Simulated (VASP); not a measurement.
Here is a VASP 6.6.1 calculation.

POSCAR

```
LiSi16
1.0
    0.0000000000      5.4300000000      5.4300000000
    5.4300000000      0.0000000000      5.4300000000
    5.4300000000      5.4300000000      0.0000000000
Si Li
16 1
Direct
    0.0085004604     -0.0248028545      0.0080148250
    0.1194717311      0.1203965930      0.1190551565
   -0.0123243094      0.0026381215      0.5047123389
    0.1194744015      0.1204049724      0.6408029466
   -0.0009884899      0.4960929098     -0.0014021179
    0.1321597606      0.6041194291      0.1317293738
   -0.0009903315      0.4960999079      0.5060354512
    0.1201648250      0.6293920810      0.6250928177
    0.5051586556      0.0026365562     -0.0127892265
    0.6412924494      0.1203609576      0.1190434622
    0.5051546961      0.0026366483      0.5047285451
    0.6171534991      0.1491767035      0.6167013812
    0.5064666667      0.4960624309     -0.0013939227
    0.6255070902      0.6294023020      0.1197326888
    0.4930756906      0.5213674033      0.4926475138
    0.6255057090      0.6294000000      0.6250990792
    0.2900653775      1.1305427256      0.2895572744
```

Contents of INCAR.step1:

```
SYSTEM = LiSi16
  PREC = Accurate
  ENCUT = 520
  ISMEAR = 0
  SIGMA = 0.05
  LREAL = Auto
  LASPH = .TRUE.
  NELM = 100
  NELECT = 66.0
  NBANDS = 48
  GGA = PE
  ALGO = Normal
  EDIFF = 1E-4
  LWAVE = .TRUE.
  LCHARG = .FALSE.
```

Contents of INCAR.step2:

```
SYSTEM = LiSi16
  PREC = Accurate
  ENCUT = 520
  EDIFF = 1E-6
  ISMEAR = 0
  SIGMA = 0.05
  LREAL = Auto
  LASPH = .TRUE.
  NELM = 100
  ALGO = Normal
  ISIF = 2
  LWAVE = .FALSE.
  LCHARG = .FALSE.
  METAGGA = R2SCAN
  LMIXTAU = .TRUE.
  NELECT = 66.0
  NBANDS = 48
  ISTART = 1
```

KPOINTS

```
regular mesh
0
G
  2 2 2
  0 0 0
```

Potentials or basis: VASP PAW PBE potentials, release 64 (Si, Li_sv).

Command:

```console
$ cat potpaw_PBE.64/Si/POTCAR potpaw_PBE.64/Li_sv/POTCAR > POTCAR
$ cp INCAR.step1 INCAR
$ mpirun -np 1 vasp_std > vasp.out
$ cp INCAR.step2 INCAR
$ mpirun -np 1 vasp_std > vasp.out
```

Q: Estimate the largest force.

A: 0.788 eV/Å.

Forces on the atoms (eV/Å):
```
Si  -0.026  0.026 -0.026
Si  -0.045  0.021 -0.041
Si  -0.040  0.039 -0.013
Si  -0.021  0.044 -0.042
Si  -0.031  0.017 -0.030
Si  -0.002  0.000  0.000
Si  -0.018  0.030 -0.029
Si  -0.028  0.028 -0.019
Si  -0.012  0.039 -0.038
Si  -0.043  0.042 -0.022
Si  -0.040  0.012 -0.038
Si  -0.040  0.039 -0.039
Si  -0.031  0.030 -0.016
Si  -0.021  0.027 -0.026
Si  -0.039  0.038 -0.037
Si  -0.029  0.020 -0.027
Li   0.465 -0.454  0.445
```

Caveat: the k points lie up to 0.50 Å⁻¹ apart; the cell carries a net charge on a neutralising background, which shifts energy and pressure; the PAW data sets were made with another functional, which shifts forces and pressure a little.
